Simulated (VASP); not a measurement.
Here is a VASP 6.6.1 calculation.

INCAR

```
PREC = Accurate
ENCUT = 520
EDIFF = 1E-8
ISMEAR = -1
SIGMA = 0.01
LREAL = False
LASPH = True
NELM = 80
ALGO = Normal
ISIF = 2
LWAVE = False
LCHARG = False
GGA = PE
LEFG = True
NBANDS = 28
```

Contents of KPOINTS:

```
Automatic mesh
0
Gamma
  8 8 6
```

File POSCAR:

```
SnO
1.0
    3.8020000000      0.0000000000      0.0000000000
    0.0000000000      3.8020000000      0.0000000000
    0.0000000000      0.0000000000      4.6909200000
Sn O
2 2
Direct
    0.0000000000      0.5000000000      0.2385000000
    0.5000000000      0.0000000000      0.7615000000
    0.0000000000      0.0000000000      0.0000000000
    0.5000000000      0.5000000000      0.0000000000
```

Potentials or basis: VASP PAW PBE potentials, release 64 (Sn_d, O).

The run is started by

```bash
$ cat potpaw_PBE.64/Sn_d/POTCAR potpaw_PBE.64/O/POTCAR > POTCAR
$ mpirun -np 1 vasp_std > vasp.out
```

Q: What does it give for the band gap on the k mesh?

A: 0.06 eV (least direct gap 1.87 eV).

Q: What does it give for the pressure?

A: 7.3 GPa.

Forces on the atoms (eV/Å):
```
Sn   0.000  0.000  0.990
Sn   0.000  0.000 -0.990
O    0.000  0.000  0.000
O    0.000  0.000  0.000
```

Caveat: the cell differs from its parent crystal (zz strain of -3 %); the cell stands under pressure; semilocal functionals underestimate gaps, and a narrow one can read as zero; without QUAD_EFG the Cq values of the log hold for a quadrupole moment of 1 mb, not for the nuclei; spin-orbit coupling is left out, which moves the levels of the heavy elements. A k mesh can miss the band edges.
